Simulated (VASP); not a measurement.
Write the native input for VASP 6.6.1 that does the following.

```
Task                   : single point
Functional             : PBE
Potentials or basis    : VASP PAW PBE potentials, release 64 (Ag, Cl)
Cutoff                 : 520 eV
k mesh                 : 8 × 8 × 8
Occupations            : gaussian, width 0.05 eV
Spin                   : no spin polarisation
Dipole correction      : no
Further INCAR settings : ALGO = Normal; EDIFF = 1e-07; NBANDS = 16
```

The structure of AgCl lies in POSCAR:

```
AgCl
1.0
    0.0000000000      2.8060228508      2.8060228508
    2.8060228508      0.0000000000      2.8060228508
    2.8060228508      2.8060228508      0.0000000000
Ag Cl
1 1
Direct
    0.4625801134      0.5374198866      0.5374198866
    0.1138622231     -0.1138622231     -0.1138622231
```

This cell differs from its parent crystal: atoms displaced along a vibrational mode.

The input as run:

INCAR

```
PREC = Accurate
ENCUT = 520
EDIFF = 1E-7
ISMEAR = 0
SIGMA = 0.05
LREAL = False
LASPH = True
NELM = 100
ALGO = Normal
ISIF = 2
LWAVE = False
LCHARG = False
GGA = PE
NBANDS = 16
```

KPOINTS

```
regular mesh
0
Gamma
  8 8 8
```

Potentials or basis: VASP PAW PBE potentials, release 64 (Ag, Cl).

The run is started by

```sh
$ cat potpaw_PBE.64/Ag/POTCAR potpaw_PBE.64/Cl/POTCAR > POTCAR
$ mpirun -np 1 vasp_std > vasp.out
```

It gave:

```
Pressure               : 21.8 GPa
Largest force          : 8.593 eV/Å
Band gap on the k mesh : 1.37 eV (least direct gap 1.77 eV)
```

Caveat: the cell differs from its parent crystal (atoms displaced along a vibrational mode); the cell stands under pressure; forces of over 1 eV/Å act on the atoms, so gaps and moduli don't describe the material at rest.

It took 66 s on 1 thread of Intel Xeon 8259CL (shared host), peak memory 0.19 GiB.
